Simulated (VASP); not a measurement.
Input of a VASP 6.6.1 run:

INCAR

```
ALGO = Normal ; EDIFF = 1E-6
ENCUT = 520 ; ISIF = 2
ISMEAR = 0 ; LASPH = True
LCHARG = False ; LREAL = False
LWAVE = False ; NBANDS = 28
NELM = 60 ; PREC = Accurate
SIGMA = 0.01
```

File KPOINTS:

```
k-points
0
Gamma
  3 3 3
```

POSCAR

```
CsCaBr3
1.0
    5.7086660000      0.0000000000      0.0000000000
    0.0000000000      5.7086660000      0.0000000000
    0.0000000000      0.0000000000      5.7086660000
Cs Ca Br
1 1 3
Direct
    0.0000000000      0.0000000000      0.0000000000
    0.5000000000      0.5000000000      0.5000000000
    0.5000000000      0.0000000000      0.5000000000
    0.0000000000      0.5000000000      0.5000000000
    0.5000000000      0.5000000000      0.0000000000
```

Potentials or basis: VASP PAW LDA potentials, release 64 (Cs_sv, Ca_sv, Br).

The run is started by

```console
$ cat potpaw_LDA.64/Cs_sv/POTCAR potpaw_LDA.64/Ca_sv/POTCAR potpaw_LDA.64/Br/POTCAR > POTCAR
$ mpirun -np 1 vasp_std > vasp.out
```

(1) Predict the pressure.

(2) What does it give for the band gap on the k mesh?

## Answers

(1) -2.0 GPa.

(2) 4.25 eV, indirect (least direct gap 4.34 eV).

Caveat: spin-orbit coupling is left out, which moves the levels of the heavy elements.
